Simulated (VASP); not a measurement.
Runs of VASP 6.6.1 on MgF2 (rutile type). The structure is that of space group P4_2/mnm (No. 136), or close to it. The cells are those of the table. 

| cell | gap on the mesh (eV) | pressure (GPa) | largest force (eV/Å) |
| --- | --- | --- | --- |
| a = 3.855, b = 3.855, c = 2.609 Å, 6 atoms | (d) | 156.4 | 0.10 |
| a = 4.212, b = 4.212, c = 2.819 Å, 6 atoms | 8.78 | 39.3 | 0.02 |
| a = 4.457, b = 4.457, c = 2.959 Å, 6 atoms | (c) | 5.9 | 0.01 |
| a = 4.061, b = 4.061, c = 2.730 Å, 6 atoms | 9.70 | 75.4 | (a) |
| a = 4.355, b = 4.355, c = 2.901 Å, 6 atoms | (b) | 17.0 | - |

Alike in all rows: task single point; level LDA; potentials or basis VASP PAW LDA potentials, release 64 (Mg, F); no spin polarisation; k mesh 7 × 7 × 10; cutoff (eV) 600; smearing fermi-dirac 0.1 eV.

Problem. Fill in the values left out.

Solution. (a) 0.05; (b) 8.01; (c) 7.50; (d) 11.07.

A k mesh can miss the band edges.
